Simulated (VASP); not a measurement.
Here is a VASP 6.6.1 calculation.

Contents of INCAR:

```
  PREC = Accurate
  ENCUT = 520
  EDIFF = 1E-7
  ISMEAR = -1
  SIGMA = 0.05
  LREAL = F
  LASPH = T
  NELM = 60
  ALGO = Normal
  ISIF = 2
  LWAVE = F
  LCHARG = F
  GGA = B5
  ALDAX = 1.0
  AGGAX = 1.0
  AGGAC = 1.0
  ALDAC = 0.0
  IVDW = 12
  VDW_S6 = 1.0
  VDW_S8 = 2.6996
  VDW_A1 = 0.4298
  VDW_A2 = 4.2359
  NBANDS = 15
```

KPOINTS

```
regular mesh
0
Gamma
  11 11 11
```

File POSCAR:

```
TiC
1.0
    0.0000000000      2.1416284694      2.1416284694
    2.1416284694      0.0000000000      2.1416284694
    2.1416284694      2.1416284694      0.0000000000
Ti C
1 1
Direct
    0.0000000000      0.0000000000      0.0000000000
    0.5000000000      0.5000000000      0.5000000000
```

Potentials or basis: VASP PAW PBE potentials, release 64 (Ti_sv, C).

Command:

```sh
$ cat potpaw_PBE.64/Ti_sv/POTCAR potpaw_PBE.64/C/POTCAR > POTCAR
$ mpirun -np 1 vasp_std > vasp.out
```

(1) Estimate the band gap on the k mesh.

(2) Predict the dispersion energy per atom.

(3) Predict the pressure.

## Answers

(1) zero (band 8 reaches 10.95 eV, above the bottom of band 9 at 9.84 eV).

(2) -1.043 eV.

(3) 0.6 GPa.

Caveat: the PAW data sets were made with another functional, which shifts forces and pressure a little; pairwise dispersion overbinds metals, which lowers pressure and volume.
